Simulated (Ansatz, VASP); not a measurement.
## Two plane-wave programs on Pt

The input INCAR:

```
  PREC = Accurate
  ENCUT = 520
  EDIFF = 1E-6
  ISMEAR = 1
  SIGMA = 0.2
  LREAL = F
  LASPH = T
  NELM = 100
  ALGO = Normal
  ISIF = 2
  LWAVE = F
  LCHARG = T
  GGA = PE
  LELF = T
  LVHAR = T
  NBANDS = 11
```

File KPOINTS:

```
Automatic mesh
0
Gamma
  14 14 14
```

POSCAR

```
Pt
1.0
    0.0000000000      1.9857786488      1.9857786488
    1.9857786488      0.0000000000      1.9857786488
    1.9857786488      1.9857786488      0.0000000000
Pt
1
Direct
    0.0000000000      0.0000000000      0.0000000000
```

Input for Ansatz:

```yaml
crystal:
  lattice:
    - [0.0, 1.9857786488, 1.9857786488]
    - [1.9857786488, 0.0, 1.9857786488]
    - [1.9857786488, 1.9857786488, 0.0]
  atoms:
    - { symbol: Pt, position: [0.0, 0.0, 0.0] }
hamiltonian:
  xc: pbe
  pseudopotentials:
    kind: paw
    azcp:
      Pt: "pseudopotentials/Pt.paw.azcp"
basis:
  ecutwfc: 420
  fft_grid_basis: typed
kpoints:
  mp_grid: { grid: [14, 14, 14], shift: [0, 0, 0] }
magnetization:
  spin_polarized: false
scf:
  occupations: { method: cold, width: 0.2 }
  lower_state_search: "off"
output:
  stress: true
  write_density: true
  write_potential: true
  elf: true
  volumetric_format: npy
```

Alike in both runs: task single point; functional PBE; k mesh 14 × 14 × 14; no spin polarisation.

|  | VASP | Ansatz |
| --- | --- | --- |
| version | VASP 6.6.1 | Ansatz 0.2.0 |
| potentials or method | VASP PAW PBE potentials, release 64 (Pt), cutoff 520 eV | plane waves (420 eV) with PAW, scalar-relativistic |
| occupations | methfessel-paxton of order 1, width 0.2 eV | cold, width 0.2 eV |
| valence electrons in the cell | 10 | 18 |

|  | VASP | Ansatz | Ansatz less VASP |
| --- | --- | --- | --- |
| pressure (GPa) | -1.0 | -0.5 | +0.46 |

VASP's potentials hold 10 valence electrons a cell and Ansatz's 18, so a difference there can come from the potentials and not from the codes.

Neither program's run includes spin-orbit coupling.
